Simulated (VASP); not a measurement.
A run of VASP 6.6.1 is set up as follows.

File INCAR:

```
SYSTEM = TaN
ALGO = Normal
EDIFF = 1E-6
ENCUT = 520
GGA = PE
ISIF = 2
ISMEAR = 0
ISPIN = 2
LASPH = .TRUE.
LCHARG = .FALSE.
LDAU = .TRUE.
LDAUJ = 0 0
LDAUL = 2 -1
LDAUPRINT = 1
LDAUTYPE = 2
LDAUU = 7 0
LMAXMIX = 4
LORBIT = 11
LREAL = .FALSE.
LWAVE = .FALSE.
MAGMOM = 0.65 -0.39 0.01 0.01
NBANDS = 28
NELM = 150
PREC = Accurate
SIGMA = 0.05
```

Contents of KPOINTS:

```
k-points
0
G
  7 7 4
  0 0 0
```

The input POSCAR:

```
TaN
1.0
    3.0480018400      0.0000000000      0.0000000000
   -1.5240009200      2.6396470300      0.0000000000
    0.0000000000      0.0000000000      4.9179997800
Ta N
2 2
Direct
    0.0000000000      0.0000000000      0.0000000000
    0.0000000000      0.0000000000      0.5000000000
    0.3333333333      0.6666666667      0.2500000000
    0.6666666667      0.3333333333      0.7500000000
```

Potentials or basis: VASP PAW PBE potentials, release 64 (Ta_pv, N).

Command:

```console
$ cat potpaw_PBE.64/Ta_pv/POTCAR potpaw_PBE.64/N/POTCAR > POTCAR
$ mpirun -np 1 vasp_std > vasp.out
```

(1) What does it give for the pressure?

(2) Estimate the net moment.

Results:

(1) 87.7 GPa.

(2) 0.00 μB per cell.
